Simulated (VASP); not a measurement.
Runs of VASP 6.6.1 on Zn. The structure is that of space group R-3m (No. 166), or close to it. The cells are those of the table. 

| cell | further INCAR settings | gap on the mesh (eV) | pressure (GPa) |
| --- | --- | --- | --- |
| a = 2.374 Å, angles 93.6°, 1 atom | ALGO = Fast; EDIFF = 1e-07; NBANDS = 12 | none | 22.1 |
| a = 2.484 Å, angles 105.4°, 1 atom | ALGO = Fast; EDIFF = 1e-06; NBANDS = 12 | none | (b) |
| a = 2.806 Å, angles 114.8°, 1 atom | ALGO = Fast; EDIFF = 1e-06; NBANDS = 12 | none | (c) |
| a = 2.999 Å, angles 116.4°, 1 atom | ALGO = Fast; EDIFF = 1e-07; NBANDS = 12 | none | 121.7 |
| a = 2.457 Å, angles 93.6°, 1 atom | ALGO = Fast; EDIFF = 1e-06; NBANDS = 12 | none | (a) |
| a = 2.330 Å, angles 86.0°, 1 atom | ALGO = Fast; EDIFF = 1e-07; NBANDS = 12 | none | 32.8 |
| a = 2.550 Å, angles 105.4°, 1 atom | ALGO = Fast; EDIFF = 1e-06; NBANDS = 12 | none | -0.6 |
| a = 2.352 Å, angles 93.6°, 1 atom | ALGO = Fast; EDIFF = 1e-07; NBANDS = 12 | none | 27.1 |

Alike in all rows: task single point; level LDA; potentials or basis VASP PAW LDA potentials, release 64 (Zn); no spin polarisation; k mesh 22 × 22 × 22; cutoff (eV) 520; smearing gaussian 0.15 eV.

Task: Fill in the values left out.

Result: (a) 7.6; (b) 7.8; (c) 58.0.

A gap of «none» marks levels without a gap at the run's occupations.
